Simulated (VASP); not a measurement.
# Cu2O (Pn-3m) in VASP: further runs

Runs on Cu2O. Level: PBE. Tasks: single point.

Everything below comes from runs of VASP 6.6.1. Logs are shortened: lines on timing, memory, paths and dates and some standing lists are left out, and cuts for length are marked.

### 1 The cell of the first run

The structure is cubic, space group Pn-3m (No. 224). Conventional cell: a = 4.270 Å, b = 4.270 Å, c = 4.270 Å, α = 90.00°, β = 90.00°, γ = 90.00°. Within 2.5 Å of Cu (site symmetry -3m) lie 2 O at 1.85 Å. Within 2.5 Å of O (site symmetry -43m) lie 4 Cu at 1.85 Å.

### 2 Single point, PBE

Contents of INCAR:

```
PREC = Accurate
ENCUT = 600
EDIFF = 1E-6
ISMEAR = 0
SIGMA = 0.01
LREAL = F
LASPH = T
NELM = 120
ALGO = Normal
ISIF = 2
LWAVE = F
LCHARG = F
GGA = PE
NBANDS = 37
GGA_COMPAT = F
```

Contents of KPOINTS:

```
Automatic mesh
0
Gamma
  4 4 4
```

Contents of POSCAR:

```
Cu2O
1.0
    4.2700000000      0.0000000000      0.0000000000
    0.0000000000      4.2700000000      0.0000000000
    0.0000000000      0.0000000000      4.2700000000
Cu O
4 2
Direct
    0.2500000000      0.2500000000      0.2500000000
    0.2500000000      0.7500000000      0.7500000000
    0.7500000000      0.2500000000      0.7500000000
    0.7500000000      0.7500000000      0.2500000000
    0.0000000000      0.0000000000      0.0000000000
    0.5000000000      0.5000000000      0.5000000000
```

Potentials or basis: VASP PAW PBE potentials, release 64 (Cu, O).

Command:

```bash
> cat potpaw_PBE.64/Cu/POTCAR potpaw_PBE.64/O/POTCAR > POTCAR
> mpirun -np 1 vasp_std > vasp.out
```

OUTCAR:

```text
PREC = Accurate
   ENCUT = 600
   EDIFF = 1E-6
   ISMEAR = 0
   LREAL = F
   LASPH = T
   NELM = 120
   ISIF = 2
   GGA = PE

 ion  position               nearest neighbor table
   1  0.250  0.250  0.250-   5 1.85   6 1.85
   2  0.250  0.750  0.750-   5 1.85   6 1.85
   3  0.750  0.250  0.750-   5 1.85   6 1.85
   4  0.750  0.750  0.250-   5 1.85   6 1.85
   5  0.000  0.000  0.000-   1 1.85   2 1.85   3 1.85   4 1.85
   6  0.500  0.500  0.500-   1 1.85   2 1.85   3 1.85   4 1.85

  LATTYP: Found a simple cubic cell.
 ALAT       =     4.2700000000

  Lattice vectors:

 A1 = (   4.2700000000,   0.0000000000,   0.0000000000)
 A2 = (   0.0000000000,   4.2700000000,   0.0000000000)
 A3 = (   0.0000000000,   0.0000000000,   4.2700000000)

Analysis of symmetry for initial positions (statically):
=====================================================================
 Subroutine PRICEL returns:
 Original cell was already a primitive cell.

 Routine SETGRP: Setting up the symmetry group for a
 simple cubic supercell.

 Subroutine GETGRP returns: Found 48 space group operations
 (whereof 24 operations were pure point group operations)
 out of a pool of 48 trial point group operations.

The static configuration has the point symmetry T_d .
 The point group associated with its full space group is O_h .

Analysis of symmetry for dynamics (positions and initial velocities):
=====================================================================
 Subroutine PRICEL returns:
 Original cell was already a primitive cell.

 Routine SETGRP: Setting up the symmetry group for a
 simple cubic supercell.

 Subroutine GETGRP returns: Found 48 space group operations
 (whereof 24 operations were pure point group operations)
 out of a pool of 48 trial point group operations.

The dynamic configuration has the point symmetry T_d .
 The point group associated with its full space group is O_h .

 Subroutine INISYM returns: Found 48 space group operations
 (whereof 24 operations are pure point group operations),
 and found     1 'primitive' translations

----------------------------------------------------------------------------------------

                                     Primitive cell

  volume of cell :      77.8545

  direct lattice vectors                    reciprocal lattice vectors
     4.270000000  0.000000000  0.000000000     0.234192037  0.000000000  0.000000000
     0.000000000  4.270000000  0.000000000     0.000000000  0.234192037  0.000000000
     0.000000000  0.000000000  4.270000000     0.000000000  0.000000000  0.234192037

  length of vectors
     4.270000000  4.270000000  4.270000000     0.234192037  0.234192037  0.234192037

  position of ions in fractional coordinates (direct lattice)
     0.250000000  0.250000000  0.250000000
     0.250000000  0.750000000  0.750000000
     0.750000000  0.250000000  0.750000000
     0.750000000  0.750000000  0.250000000
     0.000000000  0.000000000  0.000000000
     0.500000000  0.500000000  0.500000000

  ion indices of the primitive-cell ions
   primitive index   ion index
                 1           1
                 2           2
                 3           3
                 4           4
                 5           5
                 6           6

----------------------------------------------------------------------------------------

 KPOINTS: Automatic mesh

Automatic generation of k-mesh.
 Grid dimensions read from file:
 generate k-points for:    4    4    4

 Generating k-lattice:

  Cartesian coordinates                     Fractional coordinates (reciprocal lattice)
     0.058548009  0.000000000  0.000000000     0.250000000  0.000000000  0.000000000
     0.000000000  0.058548009  0.000000000     0.000000000  0.250000000  0.000000000
     0.000000000  0.000000000  0.058548009     0.000000000  0.000000000  0.250000000

  Length of vectors
     0.058548009  0.058548009  0.058548009

  Shift w.r.t. Gamma in fractional coordinates (k-lattice)
     0.000000000  0.000000000  0.000000000

 Subroutine IBZKPT returns following result:
 ===========================================

 Found     10 irreducible k-points:

 Following reciprocal coordinates:
            Coordinates               Weight
  0.000000  0.000000  0.000000      1.000000
  0.250000  0.000000  0.000000      6.000000
  0.500000  0.000000  0.000000      3.000000
  0.250000  0.250000  0.000000     12.000000
  0.500000  0.250000  0.000000     12.000000
  0.500000  0.500000  0.000000      3.000000
  0.250000  0.250000  0.250000      8.000000
  0.500000  0.250000  0.250000     12.000000
  0.500000  0.500000  0.250000      6.000000
  0.500000  0.500000  0.500000      1.000000
   k-points           NKPTS =     10   k-points in BZ     NKDIM =     10   number of bands    NBANDS=     37
   number of dos      NEDOS =    301   number of ions     NIONS =      6
   total plane-waves  NPLWV =  46656
   dimension x,y,z NGX =    36 NGY =   36 NGZ =   36
   dimension x,y,z NGXF=    72 NGYF=   72 NGZF=   72
   ions per type =               4   2
   NGX,Y,Z   is equivalent  to a cutoff of  14.02, 14.02, 14.02 a.u.
   NGXF,Y,Z  is equivalent  to a cutoff of  28.03, 28.03, 28.03 a.u.
 SYSTEM =  unknown system
   PREC   = accura    normal or accurate (medium, high low for compatibility)
   ISTART =      0    job   : 0-new  1-cont  2-samecut
   ICHARG =      2    charge: 1-file 2-atom 10-const
   ISPIN  =      1    spin polarized calculation?
   LNONCOLLINEAR =      F non collinear calculations
   LSORBIT =      F    spin-orbit coupling
   LASPH  =      T    aspherical Exc in radial PAW
   ENCUT  =  600.0 eV  44.10 Ry    6.64 a.u.   8.53  8.53  8.53*2*pi/ulx,y,z
   NELM   =    120;   NELMIN=  2; NELMDL= -5     # of ELM steps
   EDIFF  = 0.1E-05   stopping-criterion for ELM
   LREAL  =      F    real-space projection
   EDIFFG = 0.1E-04   stopping-criterion for IOM
   NSW    =      0    number of steps for IOM
   IBRION =     -1    ionic relax: 0-MD 1-quasi-New 2-CG
   NFREE  =      0    steps in history (QN), initial steepest desc. (CG)
   ISIF   =      2    stress and relaxation
   ISYM   =      2    0-nonsym 1-usesym 2-fastsym
   POTIM  = 0.5000    time-step for ionic-motion
   TEBEG  =    0.0;   TEEND  =   0.0 temperature during run
   PSTRESS=    0.0 pullay stress
   NELECT =      56.0000    total number of electrons
   NUPDOWN=      -1.0000    fix difference up-down
   EMIN   =  10.00;   EMAX   =-10.00  energy-range for DOS
   EFERMI =   0.00;   METHOD = LEGACY
   ISMEAR =     0;   SIGMA  =   0.01  broadening in eV -4-tet -1-fermi 0-gaus
   EFERMI_NEDOS =   21; number of points for ismear=-14 and -15
   IALGO  =     38    algorithm
   IMIX   =      4    mixing-type and parameters
     AMIX     =   0.40;   BMIX     =  1.00
     AMIX_MAG =   1.60;   BMIX_MAG =  1.00
  volume/ion in A,a.u.               =      12.98        87.56
  Fermi-wavevector in a.u.,A,eV,Ry     =   1.466818  2.771885 29.273693  2.151556
  Thomas-Fermi vector in A             =   2.582510
   LORBIT       =      0    0 simple, 1 ext, 2 COOP (PROOUT), +10 PAW based schemes
   GGA     = PE    functional components
   LHFCALC =     F    Hartree Fock is set to
   AEXX    =    0.0000 exact exchange contribution
   IVDW    =     0    specifies the selected vdW correction
   LEPSILON=     F    determine dielectric tensor
   LRPA    =     F    only Hartree local field effects (RPA)
 non-spin polarized calculation
 Gauss-broadening in eV      SIGMA  =   0.01
  energy-cutoff  :      600.00
  volume of cell :       77.85
 maximum number of plane-waves:      2624
 NGX is ok and might be reduce to    36
   NGX = 17   NGY = 17   NGZ = 17

 number of electron      55.9999970 magnetization

 Free energy of the ion-electron system (eV)
  ---------------------------------------------------
  ext. energy  EPLUGINS =         0.00000000
  ---------------------------------------------------
  free energy    TOTEN  =       -27.26033576 eV

  energy without entropy =      -27.26033576  energy(sigma->0) =      -27.26033576

 E-fermi :   4.7620     XC(G=0): -11.0066

 val. band max:        4.7011724486   @ k =   0.0000   0.0000   0.0000
 cond. band min:       5.2242886894   @ k =   0.0000   0.0000   0.0000
 fundamental gap:      0.5231162408
 Fermi energy:         4.7619530088

 k-point     1 :       0.0000    0.0000    0.0000
  band No.  band energies     occupation
      1     -15.4014      2.00000
      2     -14.6766      2.00000
      3      -2.4869      2.00000
      4      -2.4869      2.00000
      5      -2.4869      2.00000
      6      -0.1223      2.00000
[... 29 lines left out ...]
     36      14.0004      0.00000
     37      14.0004      0.00000

 k-point     2 :       0.2500    0.0000    0.0000
  band No.  band energies     occupation
      1     -15.2938      2.00000
      2     -14.7807      2.00000
      3      -2.3316      2.00000
      4      -2.2650      2.00000
      5      -2.2650      2.00000
      6      -0.9829      2.00000
[... 29 lines left out ...]
     36      12.9970      0.00000
     37      12.9970      0.00000

 k-point     3 :       0.5000    0.0000    0.0000
  band No.  band energies     occupation
      1     -15.0355      2.00000
      2     -15.0355      2.00000
      3      -1.8786      2.00000
      4      -1.8786      2.00000
      5      -1.8283      2.00000
      6      -1.8283      2.00000
[... 29 lines left out ...]
     36      12.3710      0.00000
     37      13.9677      0.00000
[... 201 lines left out ...]
 k-point     9 :       0.5000    0.5000    0.2500
  band No.  band energies     occupation
      1     -15.1676      2.00000
      2     -14.8354      2.00000
      3      -2.5059      2.00000
      4      -2.5059      2.00000
      5      -2.0701      2.00000
      6      -1.0585      2.00000
[... 29 lines left out ...]
     36      13.7260      0.00000
     37      16.3006      0.00000

 k-point    10 :       0.5000    0.5000    0.5000
  band No.  band energies     occupation
      1     -15.2251      2.00000
      2     -14.7532      2.00000
      3      -2.3914      2.00000
      4      -2.3914      2.00000
      5      -2.3914      2.00000
      6      -0.9437      2.00000
[... 29 lines left out ...]
     36      12.3534      0.00000
     37      18.5722      0.00000

------------------------ aborting loop because EDIFF is reached ----------------------------------------

  FORCE on cell =-STRESS in cart. coord.  units (eV):
  Direction    XX          YY          ZZ          XY          YZ          ZX
  --------------------------------------------------------------------------------------
  -------------------------------------------------------------------------------------
  Total        1.5226598      1.5226598      1.5226598      0.0000000      0.0000000     -0.0000000
  in kB       31.3350094     31.3350094     31.3350094      0.0000000      0.0000000     -0.0000000
  external PRESSURE =      31.3350094 kB  Pullay stress =       0.0000000 kB

 VOLUME and BASIS-vectors are now :
 -----------------------------------------------------------------------------
  energy-cutoff  :      600.00
  volume of cell :       77.85
      direct lattice vectors                 reciprocal lattice vectors
     4.270000000  0.000000000  0.000000000     0.234192037  0.000000000  0.000000000
     0.000000000  4.270000000  0.000000000     0.000000000  0.234192037  0.000000000
     0.000000000  0.000000000  4.270000000     0.000000000  0.000000000  0.234192037

 POSITION                                       TOTAL-FORCE (eV/Angst)
 -----------------------------------------------------------------------------------
      1.06750      1.06750      1.06750         0.000000     -0.000000      0.000000
      1.06750      3.20250      3.20250        -0.000000     -0.000000     -0.000000
      3.20250      1.06750      3.20250         0.000000      0.000000      0.000000
      3.20250      3.20250      1.06750         0.000000     -0.000000     -0.000000
      0.00000      0.00000      0.00000         0.000000      0.000000      0.000000
      2.13500      2.13500      2.13500         0.000000      0.000000      0.000000
 -----------------------------------------------------------------------------------
    total drift:                                0.000000      0.000000      0.000000

  FREE ENERGIE OF THE ION-ELECTRON SYSTEM (eV)
  ---------------------------------------------------
  free  energy   TOTEN  =       -27.2603357609 eV

  energy  without entropy=      -27.2603357609  energy(sigma->0) =      -27.26033576
```

It took 75 s on 1 thread of Intel Xeon 8259CL, shared host; peak memory 0.21 GiB.

What came out:

* Free energy: -27.2603 eV
* Pressure: 3.1 GPa
* Band gap on the k mesh: 0.52 eV, direct

Levels at points of the mesh, in eV from the valence-band top:
```tsv
k point	band 24	band 25	band 26	band 27	band 28	band 29	band 30	band 31	band 32	band 33
(0.00, 0.00, 0.00)	-1.56	-1.56	0.00	0.00	0.00	0.52	1.27	1.27	7.90	7.90
(0.50, 0.00, 0.00)	-1.67	-1.18	-1.18	-0.39	-0.39	2.25	2.25	4.24	4.24	7.39
(0.50, 0.50, 0.00)	-1.46	-1.20	-1.20	-0.65	-0.65	1.92	1.92	3.84	3.84	6.80
(0.50, 0.50, 0.50)	-1.61	-0.98	-0.57	-0.57	-0.57	2.47	2.47	2.47	4.87	4.87
```

### 3 Single point, PBE

Contents of INCAR:

```
SYSTEM = Cu2O
ALGO = Normal
EDIFF = 1E-6
ENCUT = 600
GGA = PE
GGA_COMPAT = .FALSE.
ISIF = 2
ISMEAR = 0
LASPH = .TRUE.
LCHARG = .TRUE.
LELF = .TRUE.
LREAL = .FALSE.
LVHAR = .TRUE.
LWAVE = .FALSE.
NBANDS = 37
NELM = 120
PREC = Accurate
SIGMA = 0.01
```

Contents of KPOINTS:

```
k-points
0
G
  5 5 5
  0 0 0
```

POSCAR is that of step 2.

Potentials or basis: VASP PAW PBE potentials, release 64 (Cu, O).

Command:

```bash
> cat potpaw_PBE.64/Cu/POTCAR potpaw_PBE.64/O/POTCAR > POTCAR
> mpirun -np 1 vasp_std > vasp.out
```

OUTCAR:

```text
SYSTEM = Cu2O
   EDIFF = 1E-6
   ENCUT = 600
   GGA = PE
   ISIF = 2
   ISMEAR = 0
   LASPH = .TRUE.
   LREAL = .FALSE.
   NELM = 120
   PREC = Accurate

 ion  position               nearest neighbor table
   1  0.250  0.250  0.250-   5 1.85   6 1.85
   2  0.250  0.750  0.750-   5 1.85   6 1.85
   3  0.750  0.250  0.750-   5 1.85   6 1.85
   4  0.750  0.750  0.250-   5 1.85   6 1.85
   5  0.000  0.000  0.000-   1 1.85   2 1.85   3 1.85   4 1.85
   6  0.500  0.500  0.500-   1 1.85   2 1.85   3 1.85   4 1.85

[... 591 lines left out ...]
  -------------------------------------------------------------------------------------
  Total        1.4787285      1.4787285      1.4787285      0.0000000      0.0000000      0.0000000
  in kB       30.4309421     30.4309421     30.4309421      0.0000000      0.0000000      0.0000000
  external PRESSURE =      30.4309421 kB  Pullay stress =       0.0000000 kB

 VOLUME and BASIS-vectors are now :
 -----------------------------------------------------------------------------
  energy-cutoff  :      600.00
  volume of cell :       77.85
      direct lattice vectors                 reciprocal lattice vectors
     4.270000000  0.000000000  0.000000000     0.234192037  0.000000000  0.000000000
     0.000000000  4.270000000  0.000000000     0.000000000  0.234192037  0.000000000
     0.000000000  0.000000000  4.270000000     0.000000000  0.000000000  0.234192037

 POSITION                                       TOTAL-FORCE (eV/Angst)
 -----------------------------------------------------------------------------------
      1.06750      1.06750      1.06750        -0.000000      0.000000     -0.000000
      1.06750      3.20250      3.20250         0.000000     -0.000000     -0.000000
      3.20250      1.06750      3.20250         0.000000     -0.000000      0.000000
      3.20250      3.20250      1.06750         0.000000     -0.000000      0.000000
      0.00000      0.00000      0.00000        -0.000000      0.000000     -0.000000
      2.13500      2.13500      2.13500        -0.000000      0.000000     -0.000000
 -----------------------------------------------------------------------------------
    total drift:                                0.000000      0.000000      0.000000

  FREE ENERGIE OF THE ION-ELECTRON SYSTEM (eV)
  ---------------------------------------------------
  free  energy   TOTEN  =       -27.2693328022 eV

  energy  without entropy=      -27.2693328022  energy(sigma->0) =      -27.26933280
```

Run time: 80 s. Hardware: 1 thread of Intel Xeon 8259CL, shared host; peak memory 0.21 GiB.

What came out:

* Free energy: -27.2693 eV
* Pressure: 3.0 GPa
* Band gap on the k mesh: 0.52 eV, direct

A k mesh can miss the band edges. Expect the measured gap to be larger: semilocal functionals such as PBE lack the derivative discontinuity.
